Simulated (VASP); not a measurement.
# TaN: single point with revPBE+D4

Crystal: TaN.

```
CELL_PARAMETERS angstrom
5.19392 0.00000 0.00000
-2.59696 4.49806 0.00000
0.00000 0.00000 2.90461
ATOMIC_POSITIONS crystal
Ta 0.00000 0.00000 0.00000
Ta 0.66667 0.33333 0.50000
Ta 0.33333 0.66667 0.50000
N 0.00000 0.39337 0.00000
N 0.60663 0.60663 0.00000
N 0.39337 0.00000 0.00000
```

* Program: VASP 6.6.1
* Task: single point
* Functional: revPBE
* Dispersion: D4
* Potentials or basis: VASP PAW PBE potentials, release 64 (Ta_pv, N)
* Cutoff: 520 eV
* k mesh: 6 × 6 × 9
* Occupations: fermi-dirac, width 0.05 eV
* Spin: no spin polarisation

```
Pressure                   : 0.7 GPa
Largest force              : 0.015 eV/Å
Band gap on the k mesh     : zero (band 24 reaches 10.20 eV, above the bottom of band 25 at 7.10 eV)
Dispersion energy per atom : -0.529 eV
```

Forces in eV/Å, atoms in the order of the input:
```
Ta   0.000  0.000  0.000
Ta   0.000  0.000  0.000
Ta   0.000  0.000  0.000
N   -0.007  0.013  0.000
N   -0.007 -0.013  0.000
N    0.015  0.000  0.000
```

Stress tensor (GPa, compression positive):
```
0.81 0.00 0.00
0.00 0.81 0.00
0.00 0.00 0.58
```

Levels at points of the mesh, in eV from the Fermi level:
```
           k point  band 21  band 22  band 23  band 24  band 25  band 26  band 27  band 28
(0.00, 0.00, 0.00)    -4.25    -3.31    -1.90    -0.90    -0.90     0.65     0.65     1.86
(0.50, 0.00, 0.00)    -3.90    -3.87    -2.83    -2.60     1.26     1.86     1.95     2.47
```

Wall time 100 s on 1 thread of Intel(R) Xeon(R) Platinum 8259CL CPU @ 2.50GHz (Skylake/Cascade Lake), with other jobs on the host, peak memory 0.22 GiB.

Caveat: the PAW data sets were made with another functional, which shifts forces and pressure a little; spin-orbit coupling is left out, which moves the levels of the heavy elements; pairwise dispersion overbinds metals, which lowers pressure and volume.
